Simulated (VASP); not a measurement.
# Pt (C2/m) in VASP: single point with PBE

Aim: the single point of Pt with PBE.

All numbers are computed with VASP 6.6.1; they aren't measurements. Logs are shortened: lines on timing, memory, paths and dates and some standing lists are left out, and cuts for length are marked.

### 1 The cell of the first run

The typed cell holds 2 atoms: a = 3.936 Å, b = 5.567 Å, c = 2.801 Å, α = 60.20°, β = 134.73°, γ = 90.00°.

### 2 Single point, PBE

INCAR reads:

```
PREC = Accurate ; ENCUT = 520
EDIFF = 1E-6 ; ISMEAR = 0
SIGMA = 0.1 ; LREAL = False
LASPH = True ; NELM = 100
ALGO = Fast ; ISIF = 2
LWAVE = False ; LCHARG = True
GGA = PE ; LELF = True
LVHAR = True ; NBANDS = 17
```

KPOINTS reads:

```
regular mesh
0
Gamma
  9 6 24
```

POSCAR reads:

```
Pt
1.0
    3.9364208148      0.0000000000     -0.0037581429
    0.0000000000      5.5669422406      0.0000000115
   -1.9695643466      1.3917355631      1.4240715014
Pt
2
Direct
    0.0000000000      0.5000000000      0.0000000000
    0.0000000000      0.0000000000      0.0000000000
```

Potentials or basis: VASP PAW PBE potentials, release 64 (Pt).

Started as:

```
> cat potpaw_PBE.64/Pt/POTCAR > POTCAR
> mpirun -np 1 vasp_std > vasp.out
```

OUTCAR:

```text
PREC = Accurate
   ENCUT = 520
   EDIFF = 1E-6
   ISMEAR = 0
   LREAL = False
   LASPH = True
   NELM = 100
   ISIF = 2
   GGA = PE

 ion  position               nearest neighbor table
   1  0.000  0.500  0.000-   2 2.78   2 2.78   2 2.80   2 2.80   2 2.80   2 2.80
   2  0.000  0.000  0.000-   1 2.78   1 2.78   1 2.80   1 2.80   1 2.80   1 2.80

  LATTYP: Found a triclinic cell.
 ALAT       =     2.8007304822
 B/A-ratio  =     1.4054985418
 C/A-ratio  =     1.4209611223
 COS(alpha) =     0.0013627662
 COS(beta)  =     0.0163361363
 COS(gamma) =     0.7037174898

  Lattice vectors:

 A1 = (  -1.9695643466,   1.3917355631,   1.4240715014)
 A2 = (  -3.9364208148,   0.0000000000,   0.0037581429)
 A3 = (  -0.0027078784,  -2.7834711144,   2.8443848484)

Analysis of symmetry for initial positions (statically):
=====================================================================
 Subroutine PRICEL returns following result:

  LATTYP: Found a base centered monoclinic cell.
 ALAT       =     4.8521394847
 B/A-ratio  =     0.5736585127
 C/A-ratio  =     0.5862127732
 COS(beta)  =    -0.5846658998

  Lattice vectors:

 A1 = (  -1.9668564682,   1.3917355572,  -1.4203133528)
 A2 = (  -1.9668564682,  -1.3917355631,  -1.4203133585)
 A3 = (  -0.0027078784,   0.0000000059,   2.8443848542)

   2 primitive cells build up your supercell.

 Routine SETGRP: Setting up the symmetry group for a
 triclinic supercell.

 Subroutine GETGRP returns: Found  2 space group operations
 (whereof  2 operations were pure point group operations)
 out of a pool of  2 trial point group operations.

The static configuration has the point symmetry S_2 .

Analysis of symmetry for dynamics (positions and initial velocities):
=====================================================================
 Subroutine PRICEL returns following result:

  LATTYP: Found a base centered monoclinic cell.
 ALAT       =     4.8521394847
 B/A-ratio  =     0.5736585127
 C/A-ratio  =     0.5862127732
 COS(beta)  =    -0.5846658998

  Lattice vectors:

 A1 = (  -1.9668564682,   1.3917355572,  -1.4203133528)
 A2 = (  -1.9668564682,  -1.3917355631,  -1.4203133585)
 A3 = (  -0.0027078784,   0.0000000059,   2.8443848542)

   2 primitive cells build up your supercell.

 Routine SETGRP: Setting up the symmetry group for a
 triclinic supercell.

 Subroutine GETGRP returns: Found  2 space group operations
 (whereof  2 operations were pure point group operations)
 out of a pool of  2 trial point group operations.

The dynamic configuration has the point symmetry S_2 .

 Subroutine INISYM returns: Found  2 space group operations
 (whereof  2 operations are pure point group operations),
 and found     2 'primitive' translations

----------------------------------------------------------------------------------------

                                     Primitive cell

  volume of cell :      15.5828

  direct lattice vectors                    reciprocal lattice vectors
    -1.966856468  1.391735557 -1.420313353    -0.254038111  0.359263652 -0.000241847
    -1.966856468 -1.391735563 -1.420313359    -0.254038111 -0.359263652 -0.000241846
    -0.002707878  0.000000006  2.844384854    -0.253702463 -0.000000001  0.351328338

  length of vectors
     2.796916561  2.796916567  2.844386143     0.440006582  0.440006582  0.433354983

  position of ions in fractional coordinates (direct lattice)
     0.000000000  0.000000000  1.000000000

  ion indices of the primitive-cell ions
   primitive index   ion index
                 1           1

----------------------------------------------------------------------------------------

 KPOINTS: regular mesh

Automatic generation of k-mesh.
 Grid dimensions read from file:
 generate k-points for:    9    6   24

 Generating k-lattice:

  Cartesian coordinates                     Fractional coordinates (reciprocal lattice)
     0.028263751 -0.000000000  0.039090226     0.111111111 -0.000000000  0.000000000
    -0.000027971  0.029938638 -0.029297515    -0.000000000  0.166666667  0.000000000
     0.000027971 -0.000000000  0.029297515    -0.000000000  0.000000000  0.041666667

  Length of vectors
     0.048237800  0.041888748  0.029297529

  Shift w.r.t. Gamma in fractional coordinates (k-lattice)
     0.000000000  0.000000000  0.000000000

 -----------------------------------------------------------------------------
|                                                                             |
|           W    W    AA    RRRRR   N    N  II  N    N   GGGG   !!!           |
|           W    W   A  A   R    R  NN   N  II  NN   N  G    G  !!!           |
|           W    W  A    A  R    R  N N  N  II  N N  N  G       !!!           |
|           W WW W  AAAAAA  RRRRR   N  N N  II  N  N N  G  GGG   !            |
|           WW  WW  A    A  R   R   N   NN  II  N   NN  G    G                |
|           W    W  A    A  R    R  N    N  II  N    N   GGGG   !!!           |
|                                                                             |
|     Your reciprocal lattice and k-lattice belong to different lattice       |
|     classes:                                                                |
|                                                                             |
|        The reciprocal lattice is triclinic,                                 |
|        whereas your k-lattice is simple monoclinic.                         |
|                                                                             |
|     Results are often still useful ...                                      |
|                                                                             |
 -----------------------------------------------------------------------------

 Subroutine IBZKPT returns following result:
 ===========================================

 Found    650 irreducible k-points:

 Following reciprocal coordinates:
            Coordinates               Weight
  0.000000  0.000000  0.000000      1.000000
  0.111111 -0.000000  0.000000      2.000000
  0.222222 -0.000000  0.000000      2.000000
  0.333333 -0.000000  0.000000      2.000000
  0.444444 -0.000000  0.000000      2.000000
  0.000000  0.166667 -0.000000      2.000000
[... 16 lines left out ...]
 -0.111111  0.333333 -0.000000      2.000000
  0.000000  0.500000 -0.000000      1.000000
 [... further k-points ...]
   k-points           NKPTS =    650   k-points in BZ     NKDIM =    650   number of bands    NBANDS=     17
   number of dos      NEDOS =    301   number of ions     NIONS =      2
   total plane-waves  NPLWV =  30240
   dimension x,y,z NGX =    30 NGY =   42 NGZ =   24
   dimension x,y,z NGXF=    60 NGYF=   84 NGZF=   48
   ions per type =               2
   NGX,Y,Z   is equivalent  to a cutoff of  12.67, 12.54, 14.25 a.u.
   NGXF,Y,Z  is equivalent  to a cutoff of  25.34, 25.08, 28.49 a.u.
 SYSTEM =  unknown system
   PREC   = accura    normal or accurate (medium, high low for compatibility)
   ISTART =      0    job   : 0-new  1-cont  2-samecut
   ICHARG =      2    charge: 1-file 2-atom 10-const
   ISPIN  =      1    spin polarized calculation?
   LNONCOLLINEAR =      F non collinear calculations
   LSORBIT =      F    spin-orbit coupling
   LASPH  =      T    aspherical Exc in radial PAW
   ENCUT  =  520.0 eV  38.22 Ry    6.18 a.u.   7.32 10.35  5.21*2*pi/ulx,y,z
   NELM   =    100;   NELMIN=  2; NELMDL= -5     # of ELM steps
   EDIFF  = 0.1E-05   stopping-criterion for ELM
   LREAL  =      F    real-space projection
[... 7 lines left out ...]
   TEBEG  =    0.0;   TEEND  =   0.0 temperature during run
   PSTRESS=    0.0 pullay stress
   NELECT =      20.0000    total number of electrons
   NUPDOWN=      -1.0000    fix difference up-down
   EMIN   =  10.00;   EMAX   =-10.00  energy-range for DOS
   EFERMI =   0.00;   METHOD = LEGACY
   ISMEAR =     0;   SIGMA  =   0.10  broadening in eV -4-tet -1-fermi 0-gaus
   EFERMI_NEDOS =   21; number of points for ismear=-14 and -15
   IALGO  =     68    algorithm
   IMIX   =      4    mixing-type and parameters
     AMIX     =   0.40;   BMIX     =  1.00
     AMIX_MAG =   1.60;   BMIX_MAG =  1.00
  volume/ion in A,a.u.               =      15.58       105.16
  Fermi-wavevector in a.u.,A,eV,Ry     =   1.412080  2.668445 27.129624  1.993971
  Thomas-Fermi vector in A             =   2.533866
   LORBIT       =      0    0 simple, 1 ext, 2 COOP (PROOUT), +10 PAW based schemes
   GGA     = PE    functional components
   LHFCALC =     F    Hartree Fock is set to
   AEXX    =    0.0000 exact exchange contribution
   IVDW    =     0    specifies the selected vdW correction
   LEPSILON=     F    determine dielectric tensor
   LRPA    =     F    only Hartree local field effects (RPA)
 non-spin polarized calculation
 RMM-DIIS sequential band-by-band and
 Gauss-broadening in eV      SIGMA  =   0.10
  energy-cutoff  :      520.00
  volume of cell :       31.17
 maximum number of plane-waves:       864
 NGX is ok and might be reduce to    30
   NGX = 15   NGY = 21   NGZ = 11

 number of electron      20.0000000 magnetization

 Free energy of the ion-electron system (eV)
  ---------------------------------------------------
  ext. energy  EPLUGINS =         0.00000000
  ---------------------------------------------------
  free energy    TOTEN  =       -12.20454819 eV

  energy without entropy =      -12.18467491  energy(sigma->0) =      -12.19461155

 E-fermi :  10.6405     XC(G=0): -13.2938

 val. band max:       10.6403559818   @ k =  -0.0000   0.0000   0.5000
 cond. band min:      10.6442578196   @ k =   0.2222   0.5000   0.0417
 fundamental gap:      0.0039018379
 Fermi energy:        10.6405121971

 k-point     1 :       0.0000    0.0000    0.0000
  band No.  band energies     occupation
      1       0.7931      2.00000
      2       3.9183      2.00000
      3       4.3634      2.00000
      4       6.8966      2.00000
      5       7.1181      2.00000
      6       7.1385      2.00000
[... 9 lines left out ...]
     16      25.3664      0.00000
     17      29.7223      0.00000

 k-point     2 :       0.1111   -0.0000    0.0000
  band No.  band energies     occupation
      1       1.2567      2.00000
      2       4.1891      2.00000
      3       4.6346      2.00000
      4       6.7894      2.00000
      5       7.1958      2.00000
      6       7.3065      2.00000
[... 9 lines left out ...]
     16      26.0139      0.00000
     17      27.9390      0.00000

 k-point     3 :       0.2222   -0.0000    0.0000
  band No.  band energies     occupation
      1       2.4348      2.00000
      2       4.6392      2.00000
      3       5.5254      2.00000
      4       6.6299      2.00000
      5       7.3438      2.00000
      6       7.4889      2.00000
[... 9 lines left out ...]
     16      25.3237      0.00000
     17      27.0002      0.00000

 k-point     4 :       0.3333   -0.0000    0.0000
  band No.  band energies     occupation
      1       3.4252      2.00000
      2       4.3890      2.00000
      3       6.3897      2.00000
      4       7.1719      2.00000
      5       7.3063      2.00000
      6       7.5212      2.00000
[... 9 lines left out ...]
     16      26.0843      0.00000
     17      27.6584      0.00000

 k-point     5 :       0.4444   -0.0000    0.0000
  band No.  band energies     occupation
      1       3.6250      2.00000
      2       3.7803      2.00000
      3       6.7749      2.00000
      4       6.9705      2.00000
      5       7.1031      2.00000
      6       7.2120      2.00000
[... 9 lines left out ...]
     16      25.1283      0.00000
     17      28.7862      0.00000

 k-point     6 :       0.0000    0.1667   -0.0000
  band No.  band energies     occupation
      1       1.1501      2.00000
      2       4.0376      2.00000
      3       4.5079      2.00000
      4       6.7668      2.00000
      5       7.2315      2.00000
      6       7.2965      2.00000
[... 9 lines left out ...]
     16      25.9125      0.00000
     17      29.1549      0.00000
[... 281 lines left out ...]
 k-point    21 :      -0.3333    0.3333   -0.0000
  band No.  band energies     occupation
      1       3.5162      2.00000
      2       4.3905      2.00000
      3       6.4600      2.00000
      4       7.0741      2.00000
      5       7.4266      2.00000
      6       7.5768      2.00000
[... 9 lines left out ...]
     16      26.0352      0.00000
     17      27.9428      0.00000

 k-point    22 :      -0.2222    0.3333   -0.0000
  band No.  band energies     occupation
      1       3.6552      2.00000
      2       4.1925      2.00000
      3       6.2284      2.00000
      4       6.4829      2.00000
      5       6.9209      2.00000
      6       7.0974      2.00000
[... 9 lines left out ...]
     16      26.9756      0.00000
     17      27.9314      0.00000

 k-point    23 :      -0.1111    0.3333   -0.0000
  band No.  band energies     occupation
      1       3.2362      2.00000
      2       4.0367      2.00000
      3       5.4680      2.00000
      4       5.8779      2.00000
      5       7.3686      2.00000
      6       7.4277      2.00000
[... 9 lines left out ...]
     16      27.4934      0.00000
     17      28.2502      0.00000

 k-point    24 :       0.0000    0.5000   -0.0000
  band No.  band energies     occupation
      1       3.4657      2.00000
      2       3.4657      2.00000
      3       5.5356      2.00000
      4       5.5356      2.00000
      5       7.7687      2.00000
      6       7.7687      2.00000
[... 9 lines left out ...]
     16      27.6034      0.00000
     17      28.0129      0.00000

 [... further k-points ...]

------------------------ aborting loop because EDIFF is reached ----------------------------------------

  FORCE on cell =-STRESS in cart. coord.  units (eV):
  Direction    XX          YY          ZZ          XY          YZ          ZX
  --------------------------------------------------------------------------------------
  -------------------------------------------------------------------------------------
  Total        0.1971672      0.2494829     -0.1026002     -0.0000056      0.0000086     -0.0066028
  in kB       10.1360574     12.8255239     -5.2745134     -0.0002878      0.0004426     -0.3394401
  external PRESSURE =       5.8956893 kB  Pullay stress =       0.0000000 kB

 VOLUME and BASIS-vectors are now :
 -----------------------------------------------------------------------------
  energy-cutoff  :      520.00
  volume of cell :       31.17
      direct lattice vectors                 reciprocal lattice vectors
     3.936420815  0.000000000 -0.003758143     0.254373759 -0.000000001  0.351812031
     0.000000000  5.566942241  0.000000012    -0.000167824  0.179631826 -0.175785093
    -1.969564347  1.391735563  1.424071501     0.000671296 -0.000000001  0.703140370

 POSITION                                       TOTAL-FORCE (eV/Angst)
 -----------------------------------------------------------------------------------
      0.00000      2.78347      0.00000         0.000000     -0.000000      0.000000
      0.00000      0.00000      0.00000         0.000000      0.000000      0.000000
 -----------------------------------------------------------------------------------
    total drift:                                0.000000      0.000000     -0.000000

  FREE ENERGIE OF THE ION-ELECTRON SYSTEM (eV)
  ---------------------------------------------------
  free  energy   TOTEN  =       -12.2045481915 eV

  energy  without entropy=      -12.1846749115  energy(sigma->0) =      -12.19461155
```

Run time: 3.1 min. Hardware: 1 thread of Intel Xeon 6975P-C (Granite Rapids), shared host; peak memory 0.41 GiB.

Results:

```
Free energy            : -12.2045 eV
Pressure               : 0.6 GPa
Band gap on the k mesh : zero (bands 10 and 11 overlap by 1.49 eV)
```

Caveat: spin-orbit coupling is left out, which moves the levels of the heavy elements.
